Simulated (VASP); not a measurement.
# BP (F-43m) in VASP: a series of runs, part 2 of 2

VASP 6.6.1. The steps go on from the part before.

## Step 3: Single point, PBE (volume scaled by 0.975)

INCAR

```
SYSTEM = BP
  PREC = Accurate
  ENCUT = 520
  EDIFF = 1E-6
  ISMEAR = -1
  SIGMA = 0.08
  LREAL = .FALSE.
  LASPH = .TRUE.
  NELM = 80
  ALGO = Normal
  ISIF = 2
  LWAVE = .FALSE.
  LCHARG = .FALSE.
  GGA = PE
  NBANDS = 11
```

KPOINTS

```
Automatic mesh
0
G
  12 12 12
  0 0 0
```

POSCAR

```
BP
1.0
    0.0000000000      2.2499318716      2.2499318716
    2.2499318716      0.0000000000      2.2499318716
    2.2499318716      2.2499318716      0.0000000000
B P
1 1
Direct
    0.0000000000      0.0000000000      0.0000000000
    0.7500000000      0.7500000000      0.7500000000
```

Potentials or basis: VASP PAW PBE potentials, release 64 (B, P).

The run is started by

```console
> cat potpaw_PBE.64/B/POTCAR potpaw_PBE.64/P/POTCAR > POTCAR
> mpirun -np 1 vasp_std > vasp.out
```

OUTCAR:

```text
SYSTEM = BP
   PREC = Accurate
   ENCUT = 520
   EDIFF = 1E-6
   ISMEAR = -1
   LREAL = .FALSE.
   LASPH = .TRUE.
   NELM = 80
   ISIF = 2
   GGA = PE

 ion  position               nearest neighbor table
   1  0.000  0.000  0.000-   2 1.95   2 1.95   2 1.95   2 1.95
   2  0.750  0.750  0.750-   1 1.95   1 1.95   1 1.95   1 1.95

  LATTYP: Found a face centered cubic cell.
 ALAT       =     4.4998637432

  Lattice vectors:

 A1 = (   0.0000000000,   2.2499318716,   2.2499318716)
 A2 = (   2.2499318716,   0.0000000000,   2.2499318716)
 A3 = (   2.2499318716,   2.2499318716,   0.0000000000)

Analysis of symmetry for initial positions (statically):
=====================================================================
 Subroutine PRICEL returns:
 Original cell was already a primitive cell.

 Routine SETGRP: Setting up the symmetry group for a
 face centered cubic supercell.

 Subroutine GETGRP returns: Found 24 space group operations
 (whereof 24 operations were pure point group operations)
 out of a pool of 48 trial point group operations.

The static configuration has the point symmetry T_d .

Analysis of symmetry for dynamics (positions and initial velocities):
=====================================================================
 Subroutine PRICEL returns:
 Original cell was already a primitive cell.

 Routine SETGRP: Setting up the symmetry group for a
 face centered cubic supercell.

 Subroutine GETGRP returns: Found 24 space group operations
 (whereof 24 operations were pure point group operations)
 out of a pool of 48 trial point group operations.

The dynamic configuration has the point symmetry T_d .

 Subroutine INISYM returns: Found 24 space group operations
 (whereof 24 operations are pure point group operations),
 and found     1 'primitive' translations

----------------------------------------------------------------------------------------

                                     Primitive cell

  volume of cell :      22.7792

  direct lattice vectors                    reciprocal lattice vectors
     0.000000000  2.249931872  2.249931872    -0.222228951  0.222228951  0.222228951
     2.249931872  0.000000000  2.249931872     0.222228951 -0.222228951  0.222228951
     2.249931872  2.249931872  0.000000000     0.222228951  0.222228951 -0.222228951

  length of vectors
     3.181884167  3.181884167  3.181884167     0.384911834  0.384911834  0.384911834

  position of ions in fractional coordinates (direct lattice)
     0.000000000  0.000000000  0.000000000
     0.750000000  0.750000000  0.750000000

  ion indices of the primitive-cell ions
   primitive index   ion index
                 1           1
                 2           2

----------------------------------------------------------------------------------------

 KPOINTS: Automatic mesh

Automatic generation of k-mesh.
 Grid dimensions read from file:
 generate k-points for:   12   12   12

 Generating k-lattice:

  Cartesian coordinates                     Fractional coordinates (reciprocal lattice)
    -0.018519079  0.018519079  0.018519079     0.083333333  0.000000000  0.000000000
     0.018519079 -0.018519079  0.018519079     0.000000000  0.083333333  0.000000000
     0.018519079  0.018519079 -0.018519079     0.000000000  0.000000000  0.083333333

  Length of vectors
     0.032075986  0.032075986  0.032075986

  Shift w.r.t. Gamma in fractional coordinates (k-lattice)
     0.000000000  0.000000000  0.000000000

 Subroutine IBZKPT returns following result:
 ===========================================

 Found     72 irreducible k-points:

 Following reciprocal coordinates:
            Coordinates               Weight
  0.000000  0.000000  0.000000      1.000000
  0.083333  0.000000  0.000000      8.000000
  0.166667  0.000000  0.000000      8.000000
  0.250000  0.000000  0.000000      8.000000
  0.333333  0.000000  0.000000      8.000000
  0.416667  0.000000  0.000000      8.000000
[... 16 lines left out ...]
  0.500000  0.166667  0.000000     24.000000
 -0.416667  0.166667  0.000000     24.000000
 [... further k-points ...]
   k-points           NKPTS =     72   k-points in BZ     NKDIM =     72   number of bands    NBANDS=     11
   number of dos      NEDOS =    301   number of ions     NIONS =      2
   total plane-waves  NPLWV =  13824
   dimension x,y,z NGX =    24 NGY =   24 NGZ =   24
   dimension x,y,z NGXF=    48 NGYF=   48 NGZF=   48
   ions per type =               1   1
   NGX,Y,Z   is equivalent  to a cutoff of  12.54, 12.54, 12.54 a.u.
   NGXF,Y,Z  is equivalent  to a cutoff of  25.08, 25.08, 25.08 a.u.
 SYSTEM =  BP
   PREC   = accura    normal or accurate (medium, high low for compatibility)
   ISTART =      0    job   : 0-new  1-cont  2-samecut
   ICHARG =      2    charge: 1-file 2-atom 10-const
   ISPIN  =      1    spin polarized calculation?
   LNONCOLLINEAR =      F non collinear calculations
   LSORBIT =      F    spin-orbit coupling
   LASPH  =      T    aspherical Exc in radial PAW
   ENCUT  =  520.0 eV  38.22 Ry    6.18 a.u.   5.92  5.92  5.92*2*pi/ulx,y,z
   NELM   =     80;   NELMIN=  2; NELMDL= -5     # of ELM steps
   EDIFF  = 0.1E-05   stopping-criterion for ELM
   LREAL  =      F    real-space projection
[... 7 lines left out ...]
   TEBEG  =    0.0;   TEEND  =   0.0 temperature during run
   PSTRESS=    0.0 pullay stress
   NELECT =       8.0000    total number of electrons
   NUPDOWN=      -1.0000    fix difference up-down
   EMIN   =  10.00;   EMAX   =-10.00  energy-range for DOS
   EFERMI =   0.00;   METHOD = LEGACY
   ISMEAR =    -1;   SIGMA  =   0.08  broadening in eV -4-tet -1-fermi 0-gaus
   EFERMI_NEDOS =   21; number of points for ismear=-14 and -15
   IALGO  =     38    algorithm
   IMIX   =      4    mixing-type and parameters
     AMIX     =   0.40;   BMIX     =  1.00
     AMIX_MAG =   1.60;   BMIX_MAG =  1.00
  volume/ion in A,a.u.               =      11.39        76.86
  Fermi-wavevector in a.u.,A,eV,Ry     =   1.155027  2.182684 18.151360  1.334087
  Thomas-Fermi vector in A             =   2.291659
   LORBIT       =      0    0 simple, 1 ext, 2 COOP (PROOUT), +10 PAW based schemes
   GGA     = PE    functional components
   LHFCALC =     F    Hartree Fock is set to
   AEXX    =    0.0000 exact exchange contribution
   IVDW    =     0    specifies the selected vdW correction
   LEPSILON=     F    determine dielectric tensor
   LRPA    =     F    only Hartree local field effects (RPA)
 non-spin polarized calculation
  energy-cutoff  :      520.00
  volume of cell :       22.78
 maximum number of plane-waves:       636
   NGX = 11   NGY = 11   NGZ = 11

 number of electron       8.0000001 magnetization

 Free energy of the ion-electron system (eV)
  ---------------------------------------------------
  ext. energy  EPLUGINS =         0.00000000
  ---------------------------------------------------
  free energy    TOTEN  =       -12.91935901 eV

  energy without entropy =      -12.91935233  energy(sigma->0) =      -12.91935567

 E-fermi :   8.3142     XC(G=0): -11.0166

 val. band max:        7.7348184742   @ k =   0.0000   0.0000   0.0000
 cond. band min:       8.9326958667   @ k =   0.4167   0.4167   0.0000
 fundamental gap:      1.1978773925
 Fermi energy:         8.3141552446

 k-point     1 :       0.0000    0.0000    0.0000
  band No.  band energies     occupation
      1      -7.9532      2.00000
      2       7.7348      1.99857
      3       7.7348      1.99857
      4       7.7348      1.99857
      5      11.1741      0.00000
      6      11.1741      0.00000
      7      11.1741      0.00000
      8      15.4977      0.00000
      9      19.4213      0.00000
     10      19.9365      0.00000
     11      19.9365      0.00000

 k-point     2 :       0.0833    0.0000    0.0000
  band No.  band energies     occupation
      1      -7.8253      2.00000
      2       6.7608      2.00000
      3       7.5162      1.99991
      4       7.5162      1.99991
      5      11.4768      0.00000
      6      11.4768      0.00000
      7      11.5453      0.00000
      8      15.8469      0.00000
      9      19.3984      0.00000
     10      19.3984      0.00000
     11      19.8382      0.00000
[... 295 lines left out ...]
 k-point    24 :      -0.4167    0.1667    0.0000
  band No.  band energies     occupation
      1      -4.1985      2.00000
      2      -1.0076      2.00000
      3       3.7617      2.00000
      4       5.3720      2.00000
      5      11.3029      0.00000
      6      13.9120      0.00000
      7      14.1799      0.00000
      8      18.3132      0.00000
      9      19.8499      0.00000
     10      20.6666      0.00000
     11      24.0527      0.00000

 [... further k-points ...]
[... 5 lines left out ...]
  --------------------------------------------------------------------------------------
  -------------------------------------------------------------------------------------
  Total        0.7504869      0.7504869      0.7504869     -0.0000000      0.0000000      0.0000000
  in kB       52.7856169     52.7856169     52.7856169     -0.0000000      0.0000000      0.0000000
  external PRESSURE =      52.7856169 kB  Pullay stress =       0.0000000 kB

 VOLUME and BASIS-vectors are now :
 -----------------------------------------------------------------------------
  energy-cutoff  :      520.00
  volume of cell :       22.78
      direct lattice vectors                 reciprocal lattice vectors
     0.000000000  2.249931872  2.249931872    -0.222228951  0.222228951  0.222228951
     2.249931872  0.000000000  2.249931872     0.222228951 -0.222228951  0.222228951
     2.249931872  2.249931872  0.000000000     0.222228951  0.222228951 -0.222228951

 POSITION                                       TOTAL-FORCE (eV/Angst)
 -----------------------------------------------------------------------------------
      0.00000      0.00000      0.00000        -0.000000     -0.000000     -0.000000
      3.37490      3.37490      3.37490         0.000000      0.000000      0.000000
 -----------------------------------------------------------------------------------
    total drift:                               -0.000000     -0.000000     -0.000000

  FREE ENERGIE OF THE ION-ELECTRON SYSTEM (eV)
  ---------------------------------------------------
  free  energy   TOTEN  =       -12.9193590089 eV

  energy  without entropy=      -12.9193523313  energy(sigma->0) =      -12.91935567
```

OSZICAR:

```text
N       E                     dE             d eps       ncg     rms          rms(c)
DAV:   1     0.949605052799E+01    0.94961E+01   -0.39331E+03  1592   0.655E+02
DAV:   2    -0.130791078290E+02   -0.22575E+02   -0.21400E+02  2116   0.111E+02
DAV:   3    -0.136796406465E+02   -0.60053E+00   -0.59935E+00  1997   0.159E+01
DAV:   4    -0.136818982518E+02   -0.22576E-02   -0.22574E-02  1806   0.116E+00
DAV:   5    -0.136819096447E+02   -0.11393E-04   -0.11393E-04  1992   0.832E-02    0.748E+00
DAV:   6    -0.130256982705E+02    0.65621E+00   -0.14605E+00  1794   0.531E+00    0.402E+00
DAV:   7    -0.129269348699E+02    0.98763E-01   -0.25958E-01  1978   0.253E+00    0.136E+00
DAV:   8    -0.129188396660E+02    0.80952E-02   -0.27632E-02  1849   0.956E-01    0.202E-01
DAV:   9    -0.129191544472E+02   -0.31478E-03   -0.71054E-04  1853   0.182E-01    0.132E-01
DAV:  10    -0.129193474232E+02   -0.19298E-03   -0.24326E-04  1781   0.982E-02    0.290E-02
DAV:  11    -0.129193580950E+02   -0.10672E-04   -0.11907E-05  2006   0.226E-02    0.356E-02
DAV:  12    -0.129193590089E+02   -0.91392E-06   -0.47948E-06  1776   0.107E-02
   1 F= -.12919359E+02 E0= -.12919356E+02  d E =-.667763E-05
```

stdout:

```text
POSCAR found type information on POSCAR B P
 POSCAR found :  2 types and       2 ions
 scaLAPACK will be used
 LDA part: xc-table for (Slater+PW92), standard interpolation
 POSCAR, INCAR and KPOINTS ok, starting setup
 FFT: planning ... GRIDC
 FFT: planning ... GRID_SOFT
 FFT: planning ... GRID
 WAVECAR not read
 entering main loop
```

Run time: 30 s. Hardware: 1 thread of AMD EPYC 7R13, shared host; peak memory 0.11 GiB.

What came out:

| Property | Result |
| --- | --- |
| Free energy | -12.9194 eV |
| Pressure | 5.3 GPa |
| Band gap on the k mesh | 1.20 eV, indirect (least direct gap 3.44 eV) |

Levels at points of the mesh, in eV from the valence-band top:
```
           k point  band 1  band 2  band 3  band 4  band 5  band 6  band 7  band 8  band 9
(0.00, 0.00, 0.00)  -15.69    0.00    0.00    0.00    3.44    3.44    3.44    7.76   11.69
(0.50, 0.00, 0.00)  -12.27   -9.22   -1.79   -1.79    3.93    4.73    4.73   10.21   14.79
(0.50, 0.50, 0.00)  -10.70   -8.71   -4.21   -4.21    1.28    1.64   12.36   12.36   15.54
```

## Step 4: Single point, PBE (volume scaled by 1.025)

INCAR

```
SYSTEM = BP
PREC = Accurate ; ENCUT = 520
EDIFF = 1E-7 ; ISMEAR = -1
SIGMA = 0.08 ; LREAL = .FALSE.
LASPH = .TRUE. ; NELM = 100
ALGO = Normal ; ISIF = 2
LWAVE = .FALSE. ; LCHARG = .FALSE.
GGA = PE ; NBANDS = 11
```

KPOINTS is that of step 3.

POSCAR

```
BP
1.0
    0.0000000000      2.2877529165      2.2877529165
    2.2877529165      0.0000000000      2.2877529165
    2.2877529165      2.2877529165      0.0000000000
B P
1 1
Direct
    0.0000000000      0.0000000000      0.0000000000
    0.7500000000      0.7500000000      0.7500000000
```

The run is started by

```console
> cat potpaw_PBE.64/B/POTCAR potpaw_PBE.64/P/POTCAR > POTCAR
> mpirun -np 1 vasp_std > vasp.out
```

Run time: 40 s. Hardware: 1 thread of AMD EPYC 7R13, shared host; peak memory 0.11 GiB.

Results (log left out):

| Property | Result |
| --- | --- |
| Free energy | -12.9270 eV |
| Pressure | -3.0 GPa |
| Band gap on the k mesh | 1.27 eV, indirect (least direct gap 3.37 eV) |

Levels at points of the mesh, in eV from the valence-band top:
```
           k point  band 2  band 3  band 4  band 5  band 6  band 7
(0.00, 0.00, 0.00)    0.00    0.00    0.00    3.37    3.37    3.37
(0.50, 0.00, 0.00)   -8.86   -1.73   -1.73    3.64    4.70    4.70
(0.50, 0.50, 0.00)   -8.46   -4.03   -4.03    1.38    1.68   11.89
```

 A k mesh can miss the band edges.

## Step 5: Single point, PBE (volume scaled by 1.05)

INCAR

```
SYSTEM = BP
  PREC = Accurate
  ENCUT = 520
  EDIFF = 1E-6
  ISMEAR = -1
  SIGMA = 0.08
  LREAL = .False.
  LASPH = .True.
  NELM = 80
  ALGO = Normal
  ISIF = 2
  LWAVE = .False.
  LCHARG = .False.
  GGA = PE
  NBANDS = 11
```

KPOINTS

```
Automatic mesh
0
Gamma
  12 12 12
  0 0 0
```

POSCAR

```
BP
1.0
    0.0000000000      2.3062033336      2.3062033336
    2.3062033336      0.0000000000      2.3062033336
    2.3062033336      2.3062033336      0.0000000000
B P
1 1
Direct
    0.0000000000      0.0000000000      0.0000000000
    0.7500000000      0.7500000000      0.7500000000
```

The run is started by

```console
> cat potpaw_PBE.64/B/POTCAR potpaw_PBE.64/P/POTCAR > POTCAR
> mpirun -np 1 vasp_std > vasp.out
```

Wall time 37 s (1 thread of AMD EPYC 7R13, shared host); peak memory 0.12 GiB.

It converged, with:

* Free energy: -12.9099 eV
* Pressure: -6.5 GPa
* Band gap on the k mesh: 1.30 eV, indirect (least direct gap 3.33 eV)

Levels at points of the mesh, in eV from the valence-band top:
| k point | band 1 | band 2 | band 3 | band 4 | band 5 | band 6 | band 7 | band 8 |
| --- | --- | --- | --- | --- | --- | --- | --- | --- |
| (0.00, 0.00, 0.00) | -15.03 | 0.00 | 0.00 | 0.00 | 3.33 | 3.33 | 3.33 | 6.64 |
| (0.50, 0.00, 0.00) | -11.89 | -8.69 | -1.70 | -1.70 | 3.50 | 4.68 | 4.68 | 9.96 |
| (0.50, 0.50, 0.00) | -10.43 | -8.33 | -3.94 | -3.94 | 1.43 | 1.71 | 11.67 | 11.67 |

## Step 6: Summary

```csv
cell,gap on the mesh (eV),pressure (GPa)
"a = 3.154 Å, angles 60.0°, 2 atoms",1.16,10.2
"a = 3.182 Å, angles 60.0°, 2 atoms",1.20,5.3
"a = 3.235 Å, angles 60.0°, 2 atoms",1.27,-3.0
"a = 3.261 Å, angles 60.0°, 2 atoms",1.30,-6.5
```

Alike in all rows: task single point; level PBE; potentials or basis VASP PAW PBE potentials, release 64 (B, P); no spin polarisation; k mesh 12 × 12 × 12; cutoff (eV) 520; smearing fermi-dirac 0.08 eV.

Total energies depend on the potentials used, so only differences within one code and one set of settings carry meaning.
